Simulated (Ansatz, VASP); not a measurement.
Two plane-wave programs on Ni

The input INCAR:

```
ALGO = Normal ; EDIFF = 1E-6
ENCUT = 520 ; GGA = PE
ISIF = 2 ; ISMEAR = -1
ISPIN = 2 ; ISYM = 0
LASPH = T ; LCHARG = F
LMAXMIX = 4 ; LORBIT = 11
LREAL = F ; LWAVE = F
MAGMOM = 0.4 0.4 ; NBANDS = 21
NELM = 150 ; PREC = Accurate
SIGMA = 0.1
```

Contents of KPOINTS:

```
k-points
0
Gamma
  7 11 9
```

The input POSCAR:

```
Ni
1.0
   -1.7585000000     -3.5170000000     -1.7585000000
   -1.7585000000      0.0000000000     -1.7585000000
    1.7585000000      0.0000000000     -1.7585000000
Ni
2
Direct
    0.0000000000      0.0000000000      0.0000000000
    0.5000000000      0.0000000000      0.5000000000
```

Input for Ansatz:

```yaml
crystal:
  lattice:
    - [-1.7585, -3.517, -1.7585]
    - [-1.7585, 0.0, -1.7585]
    - [1.7585, 0.0, -1.7585]
  atoms:
    - { symbol: Ni, position: [0.0, 0.0, 0.0], spin: 0.4 }
    - { symbol: Ni, position: [0.5, 0.0, 0.5], spin: 0.4 }
  symmetry: { detect: false, time_reversal: true }
magnetization:
  spin_polarized: true
hamiltonian:
  xc: pbe
  pseudopotentials: { kind: paw }
basis:
  ecutwfc: 420
kpoints:
  mp_grid: { grid: [7, 11, 9] }
scf:
  occupations: { method: fermi_dirac, width: 0.1 }
  lower_state_search: "off"
output:
  forces: true
  stress: true
  write_density: true
  write_potential: true
  elf: true
  volumetric_format: npy
```

Alike in both runs: task single point; functional PBE; k mesh 7 × 11 × 9; occupations fermi-dirac, width 0.1 eV; collinear spin.

|  | VASP | Ansatz |
| --- | --- | --- |
| version | VASP 6.6.1 | Ansatz 0.2.0 |
| potentials or method | VASP PAW PBE potentials, release 64 (Ni), cutoff 520 eV | PAW, plane waves, scalar-relativistic |
| valence electrons in the cell | 20 | 36 |

```csv
,VASP,Ansatz,Ansatz less VASP
pressure (GPa),0.3,0.4,+0.10
"traceless stress, the component that is largest in VASP (GPa)",0.21,0.22,+0.003
net moment per atom (μB),0.59,0.60,+0.010
size of the moment on the site where the two differ most (μB),0.61,0.64,+0.036
```

Site moments also hang on the region over which each program counts them. The functional is the same, so the differences come from potentials, cutoffs and numerics. VASP's potentials hold 20 valence electrons a cell and Ansatz's 36, so a difference there can come from the potentials and not from the codes.
